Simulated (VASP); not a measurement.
Input of a VASP 6.6.1 run:

File INCAR:

```
SYSTEM = GeSe3
ALGO = Normal
EDIFF = 1E-6
EDIFFG = -0.04
ENCUT = 600
GGA = PE
IBRION = 2
ISIF = 3
ISMEAR = 0
LASPH = .TRUE.
LCHARG = .FALSE.
LREAL = .FALSE.
LWAVE = .FALSE.
NELM = 100
NSW = 90
PREC = Accurate
SIGMA = 0.1
```

KPOINTS

```
k-points
0
G
  4 4 4
  0 0 0
```

The input POSCAR:

```
GeSe3
1.0
    4.5458613554      0.0000000000      0.0000000000
    0.0000000000      4.5458613554      0.0000000000
    0.0000000000      0.0000000000      4.5458613554
Ge Se
1 3
Direct
    0.0000000000      0.0000000000      0.0000000000
    0.0000000000      0.5000000000      0.5000000000
    0.5000000000      0.0000000000      0.5000000000
    0.5000000000      0.5000000000      0.0000000000
```

Potentials or basis: VASP PAW PBE potentials, release 64 (Ge_d, Se).

Launch:

```bash
$ cat potpaw_PBE.64/Ge_d/POTCAR potpaw_PBE.64/Se/POTCAR > POTCAR
$ mpirun -np 1 vasp_std > vasp.out
```

(1) Predict the band gap on the k mesh.

(2) Estimate the relaxed volume.

Results:

(1) zero (bands 16 and 17 overlap by 1.94 eV).

(2) 21.18 Å³/atom.
